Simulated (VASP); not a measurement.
Set up this calculation in VASP 6.6.1, as the native input.

```
Task                   : single point
Functional             : r2SCAN
Potentials or basis    : VASP PAW PBE potentials, release 64 (Au)
Cutoff                 : 520 eV
k mesh                 : 17 × 17 × 5
Occupations            : gaussian, width 0.15 eV
Spin                   : no spin polarisation
Dipole correction      : no
Further INCAR settings : ALGO = Normal; EDIFF = 1e-07; NBANDS = 30
```

Crystal: Au.

```xyz
4
Lattice="-1.6573 1.6573 -1.6573 -1.6573 -1.6573 1.6573 0.0000 6.6291 6.6291" Properties=species:S:1:pos:R:3 pbc="T T T"
Au    0.0000    0.0000    0.0000
Au   -1.6573    1.6573    1.6573
Au    0.0000    3.3145    3.3145
Au   -1.6573    4.9718    4.9718
```

This isn't the form of Au at room conditions, which is fcc.

One way to write it, as run:

POSCAR

```
Au
1.0
   -1.6572690000      1.6572690000     -1.6572690000
   -1.6572690000     -1.6572690000      1.6572690000
    0.0000000000      6.6290760000      6.6290760000
Au
4
Direct
    0.0000000000      0.0000000000      0.0000000000
    0.5000000000      0.5000000000      0.2500000000
    0.0000000000      0.0000000000      0.5000000000
    0.5000000000      0.5000000000      0.7500000000
```

INCAR.step1

```
PREC = Accurate
ENCUT = 520
ISMEAR = 0
SIGMA = 0.15
LREAL = F
LASPH = T
NELM = 80
NBANDS = 30
GGA = PE
ALGO = Normal
EDIFF = 1E-4
LWAVE = T
LCHARG = F
```

INCAR.step2

```
PREC = Accurate
ENCUT = 520
EDIFF = 1E-7
ISMEAR = 0
SIGMA = 0.15
LREAL = F
LASPH = T
NELM = 80
ALGO = Normal
ISIF = 2
LWAVE = F
LCHARG = F
METAGGA = R2SCAN
LMIXTAU = T
NBANDS = 30
ISTART = 1
```

KPOINTS

```
regular mesh
0
Gamma
  17 17 5
```

Potentials or basis: VASP PAW PBE potentials, release 64 (Au).

Command:

```sh
$ cat potpaw_PBE.64/Au/POTCAR > POTCAR
$ cp INCAR.step1 INCAR
$ mpirun -np 1 vasp_std > vasp.out
$ cp INCAR.step2 INCAR
$ mpirun -np 1 vasp_std > vasp.out
```

Results of the run:

The pressure is -4.3 GPa. The band gap on the k mesh is zero (bands 22 and 23 overlap by 5.81 eV).

Caveat: the cell stands under tension; the PAW data sets were made with another functional, which shifts forces and pressure a little; spin-orbit coupling is left out, which moves the levels of the heavy elements.

Wall time 9.2 min on 1 thread of Intel(R) Xeon(R) 6975P-C (Granite Rapids), on a shared host, peak memory 0.48 GiB.
